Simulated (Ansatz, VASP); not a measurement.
# Two plane-wave programs on Pt

Contents of INCAR:

```
ALGO = Normal
EDIFF = 1E-7
ENCUT = 520
ISIF = 2
ISMEAR = 0
LASPH = T
LCHARG = T
LELF = T
LREAL = F
LVHAR = T
LWAVE = F
NBANDS = 11
NELM = 100
PREC = Accurate
SIGMA = 0.15
```

The input KPOINTS:

```
k-points
0
Gamma
  20 20 20
```

Contents of POSCAR:

```
Pt
1.0
   -0.0973383644      1.9565011248      1.9565011248
    1.9565011248     -0.0973383644      1.9565011248
    1.9565011248      1.9565011248     -0.0973383644
Pt
1
Direct
    0.0000000000      0.0000000000      0.0000000000
```

Input for Ansatz:

```yaml
crystal:
  lattice:
    - [-0.0973383644, 1.9565011248, 1.9565011248]
    - [1.9565011248, -0.0973383644, 1.9565011248]
    - [1.9565011248, 1.9565011248, -0.0973383644]
  atoms:
    - { symbol: Pt, position: [0.0, 0.0, 0.0] }
basis:
  ecutwfc: 420
kpoints:
  mp_grid: { grid: [20, 20, 20] }
hamiltonian:
  xc: lda
  pseudopotentials: { kind: paw, azcp: { folder: soft_1 } }
scf:
  occupations: { method: gaussian, width: 0.15 }
output:
  forces: true
  stress: true
  eigenvalues: true
```

Change from the starting cell: equal engineering shear yz, xz and xy -0.0500, equal normal strain along x, y and z +0.0300.

Alike in both runs: task single point; functional LDA; k mesh 20 × 20 × 20; occupations gaussian, width 0.15 eV; no spin polarisation.

|  | VASP | Ansatz |
| --- | --- | --- |
| version | VASP 6.6.1 | Ansatz 0.2.0 |
| potentials or method | VASP PAW LDA potentials, release 64 (Pt), cutoff 520 eV | scalar-relativistic, plane waves, PAW |
| valence electrons in the cell | 10 | 18 |

|  | VASP | Ansatz | Ansatz less VASP |
| --- | --- | --- | --- |
| gap on the k mesh at the Fermi level (eV) | none | none | - |
| pressure (GPa) | -19.3 | -19.8 | -0.56 |
| traceless stress, the component that is largest in VASP (GPa) | 2.49 | 2.40 | -0.091 |

Ansatz warns that its potentials were made for another functional, while VASP's fit it. LDA's correlation is that of Perdew and Zunger in VASP and of Perdew and Wang (1992) in Ansatz. A gap of «none» marks a metal or a gap that the smearing closes. VASP's potentials hold 10 valence electrons a cell and Ansatz's 18, so a difference there can come from the potentials and not from the codes.

Spin-orbit coupling is off throughout.
